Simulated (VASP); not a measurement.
A run of VASP 6.6.1 is set up as follows.

File INCAR:

```
SYSTEM = AgBr
  PREC = Accurate
  ENCUT = 500
  EDIFF = 1E-6
  ISMEAR = -1
  SIGMA = 0.05
  LREAL = .FALSE.
  LASPH = .TRUE.
  NELM = 120
  ALGO = Normal
  ISIF = 2
  LWAVE = .FALSE.
  LCHARG = .TRUE.
  GGA = PE
  IVDW = 12
  LELF = .TRUE.
  LVHAR = .TRUE.
  NBANDS = 16
  GGA_COMPAT = .FALSE.
```

The input KPOINTS:

```
Automatic mesh
0
G
  8 8 8
  0 0 0
```

Contents of POSCAR:

```
AgBr
1.0
    0.0000000000      2.8115590699      2.8115590699
    2.8115590699      0.0000000000      2.8115590699
    2.8115590699      2.8115590699      0.0000000000
Ag Br
1 1
Direct
    0.0000000000      0.0000000000      0.0000000000
    0.5000000000      0.5000000000      0.5000000000
```

Potentials or basis: VASP PAW PBE potentials, release 64 (Ag, Br).

Command:

```sh
$ cat potpaw_PBE.64/Ag/POTCAR potpaw_PBE.64/Br/POTCAR > POTCAR
$ mpirun -np 1 vasp_std > vasp.out
```

**Question.** Predict the pressure.

**Answer.** 3.1 GPa.

**Question.** What does it give for the dispersion energy per atom?

**Answer.** -0.390 eV.
